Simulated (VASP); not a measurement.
PbO:

```
Pb O
1.0
     3.99000    0.00000    0.00000
     0.00000    3.99000    0.00000
     0.00000    0.00000    5.01000
Pb O
2 2
Cartesian
  1.9950 0.0000 3.8076
  0.0000 1.9950 1.2024
  1.9950 1.9950 0.0000
  0.0000 0.0000 0.0000
```

Base run:

- Program: VASP 6.6.1
- Functional: PBEsol-based screened hybrid with 25 % exact exchange
- Potentials or basis: VASP PAW PBE potentials, release 64 (Pb_d, O)
- Cutoff: 520 eV
- k mesh: 4 × 4 × 3
- Occupations: fermi-dirac, width 0.05 eV
- Spin: no spin polarisation

Its results: band gap on the k mesh 1.75 eV (least direct gap 3.15 eV); pressure -3.4 GPa; largest force 0.792 eV/Å.

Question: The run is repeated on the same cell with these changes: functional from PBEsol-based screened hybrid with 25 % exact exchange to B3LYP; share of exact exchange from 0.25 to 0.2. What comes out?

Answer: Band gap on the k mesh 2.36 eV (least direct gap 3.67 eV); pressure 3.1 GPa; largest force 0.241 eV/Å.

Caveats: the PAW data sets were made with another functional, which shifts forces and pressure a little; spin-orbit coupling is left out, which moves the levels of the heavy elements; the cell stands under tension (at least some runs); the cell stands under pressure (at least some runs).

A k mesh can miss the band edges.
